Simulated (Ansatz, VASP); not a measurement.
# Two plane-wave programs on Sr

```
Sr
1.0
     4.37465    0.00000    0.00000
    -2.18733    3.78856    0.00000
     0.00000    0.00000    7.26150
Sr
2
Direct
  0.33333 0.66667 0.25000
  0.66667 0.33333 0.75000
```

Change from the starting cell: strain +0.015 along x and y, +0.030 along z, atoms carried along.

Alike in both runs: task single point; functional r2SCAN; k mesh 12 × 12 × 8; occupations gaussian, width 0.15 eV; no spin polarisation.

|  | VASP | Ansatz |
| --- | --- | --- |
| version | VASP 6.6.1 | Ansatz 0.2.0 |
| potentials or method | VASP PAW PBE potentials, release 64 (Sr_sv), cutoff 520 eV | scalar-relativistic, plane waves, PAW |
| valence electrons in the cell | 20 | 20 |

|  | VASP | Ansatz | Ansatz less VASP |
| --- | --- | --- | --- |
| gap on the k mesh at the Fermi level (eV) | none | none | - |
| pressure (GPa) | -0.6 | -0.6 | -0.01 |
| traceless stress, the component that is largest in VASP (GPa) | -0.13 | -0.13 | -0.001 |

VASP's potentials were made for PBE, not for r2SCAN. A gap of «none» marks a metal or a gap that the smearing closes. The functional is the same, so the differences come from potentials, cutoffs and numerics.
